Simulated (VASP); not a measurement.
# SiGe4W: single point with PBE

Crystal: SiGe4W.

```
Si Ge W
1.0
     3.83828    0.00000    0.00000
     0.00000    3.83828    0.00000
     0.00000    0.00000    6.74602
Si Ge W
1 4 1
Cartesian
  1.9191 1.9191 3.3730
  1.9191 0.0000 0.0000
  0.0000 1.9191 0.0000
  0.0000 0.0000 1.8464
  0.0000 0.0000 4.8996
  0.0000 0.0000 0.0000
```

```
Program             : VASP 6.6.1
Task                : single point
Functional          : PBE
Potentials or basis : VASP PAW PBE potentials, release 64 (Si, Ge_d, W_sv)
Cutoff              : 520 eV
k mesh              : 4 × 4 × 4
Occupations         : gaussian, width 0.1 eV
Spin                : no spin polarisation
```

The pressure is 141.2 GPa, the largest force is 28.109 eV/Å and the band gap on the k mesh is zero (band 37 reaches 9.01 eV, above the bottom of band 38 at 7.74 eV).

Forces in eV/Å, atoms in the order of the input:
```
Si    0.000   0.000   0.000
Ge    0.000   0.000   0.000
Ge    0.000   0.000   0.000
Ge    0.000   0.000  28.109
Ge    0.000   0.000 -28.109
W     0.000   0.000   0.000
```

Stress tensor (GPa, compression positive):
```
129.37   0.00   0.00
  0.00 129.37   0.00
  0.00   0.00 164.99
```

Levels at points of the mesh, in eV from the Fermi level:
```csv
k point,band 34,band 35,band 36,band 37,band 38,band 39,band 40,band 41
"(0.00, 0.00, 0.00)",-2.84,-1.37,-0.68,0.22,0.27,0.27,1.36,3.77
"(0.50, 0.00, 0.00)",-4.65,-0.80,-0.77,-0.22,0.31,1.86,2.20,2.66
"(0.50, 0.50, 0.00)",-5.75,-3.64,-3.00,-3.00,-0.76,1.92,1.92,2.78
"(0.00, 0.00, 0.50)",-2.79,-2.11,-1.96,0.03,0.58,0.58,2.35,2.35
"(0.50, 0.00, 0.50)",-2.54,-1.87,-0.50,-0.39,0.10,1.28,1.74,3.27
"(0.50, 0.50, 0.50)",-5.93,-2.20,-2.20,0.02,0.24,0.24,0.35,0.39
```

Wall time 95 s on 1 thread of Intel(R) Xeon(R) Platinum 8259CL CPU @ 2.50GHz (Skylake/Cascade Lake) (shared host), peak memory 0.24 GiB.

Caveat: the k points lie up to 0.41 Å⁻¹ apart; spin-orbit coupling is left out, which moves the levels of the heavy elements; forces of over 1 eV/Å act on the atoms, so gaps and moduli don't describe the material at rest.
